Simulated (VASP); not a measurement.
# Se (Pm-3m) in VASP: a series of runs

Runs on Se. Level: PBE. Tasks: single point.

Program: VASP 6.6.1. These are calculated values, not measurements. Logs are shortened: lines on timing, memory, paths and dates and some standing lists are left out, and cuts for length are marked.

### Step 1. The cell of the first run

The structure is cubic, space group Pm-3m (No. 221). The conventional cell has a = 2.831 Å, b = 2.831 Å, c = 2.831 Å, α = 90.00°, β = 90.00°, γ = 90.00°. Se (site symmetry m-3m) has 6 Se at 2.83 Å within 3.7 Å.

### Step 2. Single point, PBE

INCAR

```
SYSTEM = Se
PREC = Accurate
ENCUT = 520
EDIFF = 1E-6
ISMEAR = -1
SIGMA = 0.1
LREAL = .FALSE.
LASPH = .TRUE.
NELM = 100
ALGO = Normal
ISIF = 2
LWAVE = .FALSE.
LCHARG = .FALSE.
GGA = PE
NBANDS = 9
```

KPOINTS

```
regular mesh
0
G
  18 18 18
  0 0 0
```

POSCAR

```
Se
1.0
    2.8307185976      0.0000000000      0.0000000000
    0.0000000000      2.8307185976      0.0000000000
    0.0000000000      0.0000000000      2.8307185976
Se
1
Direct
    0.0000000000      0.0000000000      0.0000000000
```

Potentials or basis: VASP PAW PBE potentials, release 64 (Se).

On the command line:

```
$ cat potpaw_PBE.64/Se/POTCAR > POTCAR
$ mpirun -np 1 vasp_std > vasp.out
```

OUTCAR:

```text
SYSTEM = Se
   PREC = Accurate
   ENCUT = 520
   EDIFF = 1E-6
   ISMEAR = -1
   LREAL = .FALSE.
   LASPH = .TRUE.
   NELM = 100
   ISIF = 2
   GGA = PE

 ion  position               nearest neighbor table
   1  0.000  0.000  0.000-

  LATTYP: Found a simple cubic cell.
 ALAT       =     2.8307185976

  Lattice vectors:

 A1 = (   2.8307185976,   0.0000000000,   0.0000000000)
 A2 = (   0.0000000000,   2.8307185976,   0.0000000000)
 A3 = (   0.0000000000,   0.0000000000,   2.8307185976)

Analysis of symmetry for initial positions (statically):
=====================================================================
 Subroutine PRICEL returns:
 Original cell was already a primitive cell.

 Routine SETGRP: Setting up the symmetry group for a
 simple cubic supercell.

 Subroutine GETGRP returns: Found 48 space group operations
 (whereof 48 operations were pure point group operations)
 out of a pool of 48 trial point group operations.

The static configuration has the point symmetry O_h .

Analysis of symmetry for dynamics (positions and initial velocities):
=====================================================================
 Subroutine PRICEL returns:
 Original cell was already a primitive cell.

 Routine SETGRP: Setting up the symmetry group for a
 simple cubic supercell.

 Subroutine GETGRP returns: Found 48 space group operations
 (whereof 48 operations were pure point group operations)
 out of a pool of 48 trial point group operations.

The dynamic configuration has the point symmetry O_h .

 Subroutine INISYM returns: Found 48 space group operations
 (whereof 48 operations are pure point group operations),
 and found     1 'primitive' translations

----------------------------------------------------------------------------------------

                                     Primitive cell

  volume of cell :      22.6825

  direct lattice vectors                    reciprocal lattice vectors
     2.830718598  0.000000000  0.000000000     0.353267188  0.000000000  0.000000000
     0.000000000  2.830718598  0.000000000     0.000000000  0.353267188  0.000000000
     0.000000000  0.000000000  2.830718598     0.000000000  0.000000000  0.353267188

  length of vectors
     2.830718598  2.830718598  2.830718598     0.353267188  0.353267188  0.353267188

  position of ions in fractional coordinates (direct lattice)
     0.000000000  0.000000000  0.000000000

  ion indices of the primitive-cell ions
   primitive index   ion index
                 1           1

----------------------------------------------------------------------------------------

 KPOINTS: regular mesh

Automatic generation of k-mesh.
 Grid dimensions read from file:
 generate k-points for:   18   18   18

 Generating k-lattice:

  Cartesian coordinates                     Fractional coordinates (reciprocal lattice)
     0.019625955  0.000000000  0.000000000     0.055555556  0.000000000  0.000000000
     0.000000000  0.019625955  0.000000000     0.000000000  0.055555556  0.000000000
     0.000000000  0.000000000  0.019625955     0.000000000  0.000000000  0.055555556

  Length of vectors
     0.019625955  0.019625955  0.019625955

  Shift w.r.t. Gamma in fractional coordinates (k-lattice)
     0.000000000  0.000000000  0.000000000

 Subroutine IBZKPT returns following result:
 ===========================================

 Found    220 irreducible k-points:

 Following reciprocal coordinates:
            Coordinates               Weight
  0.000000  0.000000  0.000000      1.000000
  0.055556  0.000000  0.000000      6.000000
  0.111111  0.000000  0.000000      6.000000
  0.166667  0.000000  0.000000      6.000000
  0.222222  0.000000  0.000000      6.000000
  0.277778  0.000000  0.000000      6.000000
[... 16 lines left out ...]
  0.277778  0.111111  0.000000     24.000000
  0.333333  0.111111  0.000000     24.000000
 [... further k-points ...]
   k-points           NKPTS =    220   k-points in BZ     NKDIM =    220   number of bands    NBANDS=      9
   number of dos      NEDOS =    301   number of ions     NIONS =      1
   total plane-waves  NPLWV =  13824
   dimension x,y,z NGX =    24 NGY =   24 NGZ =   24
   dimension x,y,z NGXF=    48 NGYF=   48 NGZF=   48
   ions per type =               1
   NGX,Y,Z   is equivalent  to a cutoff of  14.10, 14.10, 14.10 a.u.
   NGXF,Y,Z  is equivalent  to a cutoff of  28.19, 28.19, 28.19 a.u.
 SYSTEM =  Se
   PREC   = accura    normal or accurate (medium, high low for compatibility)
   ISTART =      0    job   : 0-new  1-cont  2-samecut
   ICHARG =      2    charge: 1-file 2-atom 10-const
   ISPIN  =      1    spin polarized calculation?
   LNONCOLLINEAR =      F non collinear calculations
   LSORBIT =      F    spin-orbit coupling
   LASPH  =      T    aspherical Exc in radial PAW
   ENCUT  =  520.0 eV  38.22 Ry    6.18 a.u.   5.26  5.26  5.26*2*pi/ulx,y,z
   NELM   =    100;   NELMIN=  2; NELMDL= -5     # of ELM steps
   EDIFF  = 0.1E-05   stopping-criterion for ELM
   LREAL  =      F    real-space projection
   EDIFFG = 0.1E-04   stopping-criterion for IOM
   NSW    =      0    number of steps for IOM
   IBRION =     -1    ionic relax: 0-MD 1-quasi-New 2-CG
   NFREE  =      0    steps in history (QN), initial steepest desc. (CG)
   ISIF   =      2    stress and relaxation
   ISYM   =      2    0-nonsym 1-usesym 2-fastsym
   POTIM  = 0.5000    time-step for ionic-motion
   TEBEG  =    0.0;   TEEND  =   0.0 temperature during run
   PSTRESS=    0.0 pullay stress
   NELECT =       6.0000    total number of electrons
   NUPDOWN=      -1.0000    fix difference up-down
   EMIN   =  10.00;   EMAX   =-10.00  energy-range for DOS
   EFERMI =   0.00;   METHOD = LEGACY
   ISMEAR =    -1;   SIGMA  =   0.10  broadening in eV -4-tet -1-fermi 0-gaus
   EFERMI_NEDOS =   21; number of points for ismear=-14 and -15
   IALGO  =     38    algorithm
   IMIX   =      4    mixing-type and parameters
     AMIX     =   0.40;   BMIX     =  1.00
     AMIX_MAG =   1.60;   BMIX_MAG =  1.00
  volume/ion in A,a.u.               =      22.68       153.07
  Fermi-wavevector in a.u.,A,eV,Ry     =   1.050901  1.985915 15.026183  1.104393
  Thomas-Fermi vector in A             =   2.185923
   LORBIT       =      0    0 simple, 1 ext, 2 COOP (PROOUT), +10 PAW based schemes
   GGA     = PE    functional components
   LHFCALC =     F    Hartree Fock is set to
   AEXX    =    0.0000 exact exchange contribution
   IVDW    =     0    specifies the selected vdW correction
   LEPSILON=     F    determine dielectric tensor
   LRPA    =     F    only Hartree local field effects (RPA)
 non-spin polarized calculation
  energy-cutoff  :      520.00
  volume of cell :       22.68
 maximum number of plane-waves:       627
 NGX is ok and might be reduce to    24
   NGX = 11   NGY = 11   NGZ = 11

 number of electron       5.9999999 magnetization

 Free energy of the ion-electron system (eV)
  ---------------------------------------------------
  ext. energy  EPLUGINS =         0.00000000
  ---------------------------------------------------
  free energy    TOTEN  =        -3.33338762 eV

  energy without entropy =       -3.31323675  energy(sigma->0) =       -3.32331218

 E-fermi :   4.6684     XC(G=0):  -9.9020

 val. band max:        4.6644673451   @ k =   0.3333   0.1667   0.1667
 cond. band min:       4.6776988486   @ k =   0.1111   0.1111   0.1111
 fundamental gap:      0.0132315036
 Fermi energy:         4.6683659091

 k-point     1 :       0.0000    0.0000    0.0000
  band No.  band energies     occupation
      1     -11.3535      2.00000
      2       6.0363      0.00000
      3       6.0363      0.00000
      4       6.0363      0.00000
      5      12.4254      0.00000
      6      12.4254      0.00000
      7      12.4955      0.00000
      8      26.7906      0.00000
      9      26.7906      0.00000

 k-point     2 :       0.0556    0.0000    0.0000
  band No.  band energies     occupation
      1     -11.3099      2.00000
      2       5.5388      0.00033
      3       6.0707      0.00000
      4       6.0707      0.00000
      5      12.4697      0.00000
      6      12.5242      0.00000
      7      13.0397      0.00000
      8      25.8450      0.00000
      9      25.8450      0.00000

 k-point     3 :       0.1111    0.0000    0.0000
  band No.  band energies     occupation
      1     -11.1805      2.00000
      2       4.3999      1.87227
      3       6.1718      0.00000
      4       6.1718      0.00000
      5      12.6011      0.00000
      6      12.6828      0.00000
      7      14.4469      0.00000
      8      24.3955      0.00000
      9      24.3955      0.00000

 k-point     4 :       0.1667    0.0000    0.0000
  band No.  band energies     occupation
      1     -10.9704      2.00000
      2       3.0594      2.00000
      3       6.3328      0.00000
      4       6.3328      0.00000
      5      12.8154      0.00000
      6      12.9443      0.00000
      7      16.1919      0.00000
      8      22.9697      0.00000
      9      22.9697      0.00000

 k-point     5 :       0.2222    0.0000    0.0000
  band No.  band energies     occupation
      1     -10.6893      2.00000
      2       1.7204      2.00000
      3       6.5419      0.00000
      4       6.5419      0.00000
      5      13.1037      0.00000
      6      13.3089      0.00000
      7      17.9338      0.00000
      8      21.6569      0.00000
      9      21.6569      0.00000

 k-point     6 :       0.2778    0.0000    0.0000
  band No.  band energies     occupation
      1     -10.3541      2.00000
      2       0.4761      2.00000
      3       6.7807      0.00000
      4       6.7807      0.00000
      5      13.4506      0.00000
      6      13.7749      0.00000
      7      19.1417      0.00000
      8      20.5001      0.00000
      9      20.5001      0.00000
[... 169 lines left out ...]
 k-point    21 :       0.1667    0.1111    0.0000
  band No.  band energies     occupation
      1     -10.7976      2.00000
      2       3.2157      2.00000
      3       4.7302      0.70043
      4       6.4667      0.00000
      5      13.0668      0.00000
      6      14.7651      0.00000
      7      16.2957      0.00000
      8      20.9168      0.00000
      9      23.0516      0.00000

 k-point    22 :       0.2222    0.1111    0.0000
  band No.  band energies     occupation
      1     -10.5167      2.00000
      2       1.8810      2.00000
      3       4.9662      0.09683
      4       6.6746      0.00000
      5      13.3848      0.00000
      6      14.9824      0.00000
      7      17.7021      0.00000
      8      20.1143      0.00000
      9      21.7941      0.00000

 k-point    23 :       0.2778    0.1111    0.0000
  band No.  band energies     occupation
      1     -10.1817      2.00000
      2       0.6395      2.00000
      3       5.2400      0.00656
      4       6.9119      0.00000
      5      13.7734      0.00000
      6      15.1817      0.00000
      7      17.7700      0.00000
      8      20.5191      0.00000
      9      20.6569      0.00000

 k-point    24 :       0.3333    0.1111    0.0000
  band No.  band energies     occupation
      1      -9.8214      2.00000
      2      -0.4458      2.00000
      3       5.5239      0.00038
      4       7.1528      0.00000
      5      14.2022      0.00000
      6      15.2493      0.00000
      7      17.3267      0.00000
      8      19.7032      0.00000
      9      20.6116      0.00000

 [... further k-points ...]
[... 5 lines left out ...]
  --------------------------------------------------------------------------------------
  -------------------------------------------------------------------------------------
  Total        0.0182380      0.0182380      0.0182380     -0.0000000     -0.0000000     -0.0000000
  in kB        1.2882447      1.2882447      1.2882447     -0.0000000     -0.0000000     -0.0000000
  external PRESSURE =       1.2882447 kB  Pullay stress =       0.0000000 kB

 VOLUME and BASIS-vectors are now :
 -----------------------------------------------------------------------------
  energy-cutoff  :      520.00
  volume of cell :       22.68
      direct lattice vectors                 reciprocal lattice vectors
     2.830718598  0.000000000  0.000000000     0.353267188  0.000000000  0.000000000
     0.000000000  2.830718598  0.000000000     0.000000000  0.353267188  0.000000000
     0.000000000  0.000000000  2.830718598     0.000000000  0.000000000  0.353267188

 POSITION                                       TOTAL-FORCE (eV/Angst)
 -----------------------------------------------------------------------------------
      0.00000      0.00000      0.00000         0.000000      0.000000      0.000000
 -----------------------------------------------------------------------------------
    total drift:                               -0.000000     -0.000000     -0.000000

  FREE ENERGIE OF THE ION-ELECTRON SYSTEM (eV)
  ---------------------------------------------------
  free  energy   TOTEN  =        -3.3333876166 eV

  energy  without entropy=       -3.3132367511  energy(sigma->0) =       -3.32331218
```

Run time: 22 s. Hardware: 1 thread of AMD EPYC 7R43 (Zen 3), shared host; peak memory 0.14 GiB.

What came out:

```yaml
Free_energy: -3.3334 eV
Pressure: 0.1 GPa
Band_gap_on_the_k_mesh: zero (band 3 reaches 7.44 eV, above the bottom of band 4 at 1.35 eV)
```

(Part 1 of 3 ends here.)
